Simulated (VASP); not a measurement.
Here is a VASP 6.6.1 calculation.

The input INCAR:

```
PREC = Accurate
ENCUT = 520
EDIFF = 1E-6
ISMEAR = -1
SIGMA = 0.1
LREAL = False
LASPH = True
NELM = 80
ALGO = Normal
ISIF = 2
LWAVE = False
LCHARG = False
GGA = B5
ALDAX = 1.0
AGGAX = 1.0
AGGAC = 1.0
ALDAC = 0.0
NBANDS = 12
```

KPOINTS

```
regular mesh
0
Gamma
  10 10 10
```

POSCAR

```
As
1.0
    0.0000000000      3.2526213785      3.2526213785
    3.2526213785      0.0000000000      3.2526213785
    3.2526213785      3.2526213785      0.0000000000
As
2
Direct
    0.1250000000      0.1250000000      0.1250000000
    0.8750000000      0.8750000000      0.8750000000
```

Potentials or basis: VASP PAW PBE potentials, release 64 (As).

Launch:

```sh
$ cat potpaw_PBE.64/As/POTCAR > POTCAR
$ mpirun -np 1 vasp_std > vasp.out
```

Problem. Estimate the band gap on the k mesh.

Solution. Zero (band 5 reaches 2.36 eV, above the bottom of band 6 at 1.47 eV).

Problem. What does it give for the pressure?

Solution. -3.6 GPa.

Caveat: the PAW data sets were made with another functional, which shifts forces and pressure a little.
